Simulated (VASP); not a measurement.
# TePb (Fm-3m) in VASP: a series of runs, part 2 of 2

VASP 6.6.1.

### 3 Electric field gradients, PBEsol (volume scaled by 0.96)

The input, INCAR:

```
SYSTEM = TePb
PREC = Accurate
ENCUT = 520
EDIFF = 1E-8
ISMEAR = -1
SIGMA = 0.03
LREAL = .False.
LASPH = .True.
NELM = 80
ALGO = Normal
ISIF = 2
LWAVE = .False.
LCHARG = .False.
GGA = PS
LEFG = .True.
NBANDS = 17
```

The input, KPOINTS:

```
Automatic mesh
0
Gamma
  10 10 10
  0 0 0
```

The input, POSCAR:

```
TePb
1.0
    0.0000000000      3.1833865456      3.1833865456
    3.1833865456      0.0000000000      3.1833865456
    3.1833865456      3.1833865456      0.0000000000
Te Pb
1 1
Direct
    0.5000000000      0.5000000000      0.5000000000
    0.0000000000      0.0000000000      0.0000000000
```

Potentials or basis: VASP PAW PBE potentials, release 64 (Te, Pb_d).

On the command line:

```console
$ cat potpaw_PBE.64/Te/POTCAR potpaw_PBE.64/Pb_d/POTCAR > POTCAR
$ mpirun -np 1 vasp_std > vasp.out
```

OUTCAR:

```text
SYSTEM = TePb
   PREC = Accurate
   ENCUT = 520
   EDIFF = 1E-8
   ISMEAR = -1
   LREAL = .False.
   LASPH = .True.
   NELM = 80
   ISIF = 2
   GGA = PS

 ion  position               nearest neighbor table
   1  0.500  0.500  0.500-   2 3.18   2 3.18   2 3.18   2 3.18   2 3.18   2 3.18
   2  0.000  0.000  0.000-   1 3.18   1 3.18   1 3.18   1 3.18   1 3.18   1 3.18

  LATTYP: Found a face centered cubic cell.
 ALAT       =     6.3667730912

  Lattice vectors:

 A1 = (   0.0000000000,   3.1833865456,   3.1833865456)
[... 693 lines left out ...]
  ---------------------------------------------------
  free  energy   TOTEN  =        -8.2467036152 eV

  energy  without entropy=       -8.2467032205  energy(sigma->0) =       -8.24670342

 Electric field gradients (V/A^2)
---------------------------------------------------------------------
 ion       V_xx      V_yy      V_zz      V_xy      V_xz      V_yz
---------------------------------------------------------------------
   1      -0.000    -0.000    -0.000    -0.000    -0.000    -0.000
   2       0.000    -0.000    -0.000     0.001     0.001     0.001
---------------------------------------------------------------------

 Electric field gradients after diagonalization (V/A^2)
 (convention: |V_zz| > |V_xx| > |V_yy|)
----------------------------------------------------------------------
 ion       V_xx      V_yy      V_zz     asymmetry (V_yy - V_xx)/ V_zz
----------------------------------------------------------------------
   1       0.000     0.000    -0.000       0.000
   2      -0.001    -0.001     0.002       0.000
----------------------------------------------------------------------

           NMR quadrupolar parameters

 Cq : quadrupolar parameter    Cq=e*Q*V_zz/h
 eta: asymmetry parameters     (V_yy - V_xx)/ V_zz
 Q  : nuclear electric quadrupole moment in mb (millibarn)
----------------------------------------------------------------------
 ion       Cq(MHz)       eta       Q (mb)
----------------------------------------------------------------------
   1      -0.000       0.000       1.000
   2       0.000       0.000       1.000
----------------------------------------------------------------------
```

Run time: 69 s. Hardware: 1 thread of AMD EPYC 7R43 (Zen 3), shared host; peak memory 0.2 GiB.

What came out:

```
Free energy            : -8.2467 eV
Pressure               : 1.7 GPa
Band gap on the k mesh : 0.57 eV, direct
```

Levels at points of the mesh, in eV from the valence-band top:
```csv
k point,band 8,band 9,band 10,band 11,band 12,band 13
"(0.00, 0.00, 0.00)",-1.52,-1.52,-1.52,4.09,4.09,4.09
"(0.50, 0.00, 0.00)",-1.02,-1.02,0.00,0.57,1.12,1.12
"(0.50, 0.50, 0.00)",-4.90,-3.08,-3.08,3.00,5.61,5.61
```

Caveat: without QUAD_EFG the Cq values of the log hold for a quadrupole moment of 1 mb, not for the nuclei; the PAW data sets were made with another functional, which shifts forces and pressure a little; spin-orbit coupling is left out, which moves the levels of the heavy elements.

### 4 Electric field gradients, PBEsol (volume scaled by 0.99)

Changes to INCAR since step 3:

```diff
@@ -8,3 +8,3 @@
 LASPH = .True.
-NELM = 80
+NELM = 100
 ALGO = Normal
```

The input, KPOINTS:

```
regular mesh
0
Gamma
  10 10 10
  0 0 0
```

The input, POSCAR:

```
TePb
1.0
    0.0000000000      3.2162072772      3.2162072772
    3.2162072772      0.0000000000      3.2162072772
    3.2162072772      3.2162072772      0.0000000000
Te Pb
1 1
Direct
    0.5000000000      0.5000000000      0.5000000000
    0.0000000000      0.0000000000      0.0000000000
```

Potentials or basis: VASP PAW PBE potentials, release 64 (Te, Pb_d).

On the command line:

```console
$ cat potpaw_PBE.64/Te/POTCAR potpaw_PBE.64/Pb_d/POTCAR > POTCAR
$ mpirun -np 1 vasp_std > vasp.out
```

OUTCAR:

```text
SYSTEM = TePb
   PREC = Accurate
   ENCUT = 520
   EDIFF = 1E-8
   ISMEAR = -1
   LREAL = .False.
   LASPH = .True.
   NELM = 100
   ISIF = 2
   GGA = PS

 ion  position               nearest neighbor table
   1  0.500  0.500  0.500-   2 3.22   2 3.22   2 3.22   2 3.22   2 3.22   2 3.22
   2  0.000  0.000  0.000-   1 3.22   1 3.22   1 3.22   1 3.22   1 3.22   1 3.22

  LATTYP: Found a face centered cubic cell.
 ALAT       =     6.4324145544

  Lattice vectors:

 A1 = (   0.0000000000,   3.2162072772,   3.2162072772)
 A2 = (   3.2162072772,   0.0000000000,   3.2162072772)
 A3 = (   3.2162072772,   3.2162072772,   0.0000000000)

Analysis of symmetry for initial positions (statically):
=====================================================================
 Subroutine PRICEL returns:
 Original cell was already a primitive cell.

 Routine SETGRP: Setting up the symmetry group for a
 face centered cubic supercell.

[... 669 lines left out ...]
      direct lattice vectors                 reciprocal lattice vectors
     0.000000000  3.216207277  3.216207277    -0.155462617  0.155462617  0.155462617
     3.216207277  0.000000000  3.216207277     0.155462617 -0.155462617  0.155462617
     3.216207277  3.216207277  0.000000000     0.155462617  0.155462617 -0.155462617

 POSITION                                       TOTAL-FORCE (eV/Angst)
 -----------------------------------------------------------------------------------
      3.21621      3.21621      3.21621        -0.000000      0.000000     -0.000000
      0.00000      0.00000      0.00000         0.000000     -0.000000      0.000000
 -----------------------------------------------------------------------------------
    total drift:                               -0.000000      0.000000      0.000000

  FREE ENERGIE OF THE ION-ELECTRON SYSTEM (eV)
  ---------------------------------------------------
  free  energy   TOTEN  =        -8.2589879427 eV

  energy  without entropy=       -8.2589878068  energy(sigma->0) =       -8.25898787

 Electric field gradients (V/A^2)
---------------------------------------------------------------------
 ion       V_xx      V_yy      V_zz      V_xy      V_xz      V_yz
---------------------------------------------------------------------
   1       0.000    -0.000     0.000    -0.000    -0.000    -0.000
   2       0.000    -0.000    -0.000     0.001     0.001     0.001
---------------------------------------------------------------------

 Electric field gradients after diagonalization (V/A^2)
 (convention: |V_zz| > |V_xx| > |V_yy|)
----------------------------------------------------------------------
 ion       V_xx      V_yy      V_zz     asymmetry (V_yy - V_xx)/ V_zz
----------------------------------------------------------------------
   1       0.000     0.000    -0.000       0.000
   2      -0.001    -0.001     0.001       0.000
----------------------------------------------------------------------

           NMR quadrupolar parameters

 Cq : quadrupolar parameter    Cq=e*Q*V_zz/h
 eta: asymmetry parameters     (V_yy - V_xx)/ V_zz
 Q  : nuclear electric quadrupole moment in mb (millibarn)
----------------------------------------------------------------------
 ion       Cq(MHz)       eta       Q (mb)
----------------------------------------------------------------------
   1      -0.000       0.000       1.000
   2       0.000       0.000       1.000
----------------------------------------------------------------------
```

stdout:

```text
POSCAR found type information on POSCAR TePb
 POSCAR found :  2 types and       2 ions
 scaLAPACK will be used
 -----------------------------------------------------------------------------
|                                                                             |
|                                                                             |
|     You enforced a specific xc type in the INCAR file but a different       |
|     I HOPE YOU KNOW WHAT YOU ARE DOING!                                     |
|                                                                             |
 -----------------------------------------------------------------------------

 LDA part: xc-table for (Slater+PW92), standard interpolation
 POSCAR, INCAR and KPOINTS ok, starting setup
 FFT: planning ... GRIDC
 FFT: planning ... GRID_SOFT
 FFT: planning ... GRID
 WAVECAR not read
 entering main loop
ion   1

ion   2
```

Wall time 71 s (1 thread of AMD EPYC 7R43 (Zen 3), shared host); peak memory 0.19 GiB.

Results:

- Free energy: -8.2590 eV
- Pressure: 0.2 GPa
- Band gap on the k mesh: 0.64 eV, direct

Levels at points of the mesh, in eV from the valence-band top:
| k point | band 6 | band 7 | band 8 | band 9 | band 10 | band 11 | band 12 | band 13 | band 14 | band 15 |
| --- | --- | --- | --- | --- | --- | --- | --- | --- | --- | --- |
| (0.00, 0.00, 0.00) | -12.15 | -5.58 | -1.39 | -1.39 | -1.39 | 4.07 | 4.07 | 4.07 | 5.72 | 5.72 |
| (0.50, 0.00, 0.00) | -10.67 | -8.68 | -0.92 | -0.92 | 0.00 | 0.64 | 1.21 | 1.21 | 8.30 | 9.22 |
| (0.50, 0.50, 0.00) | -10.41 | -7.33 | -4.63 | -2.89 | -2.89 | 3.15 | 5.51 | 5.51 | 6.76 | 10.16 |

Caveat: without QUAD_EFG the Cq values of the log hold for a quadrupole moment of 1 mb, not for the nuclei; the PAW data sets were made with another functional, which shifts forces and pressure a little; spin-orbit coupling is left out, which moves the levels of the heavy elements.
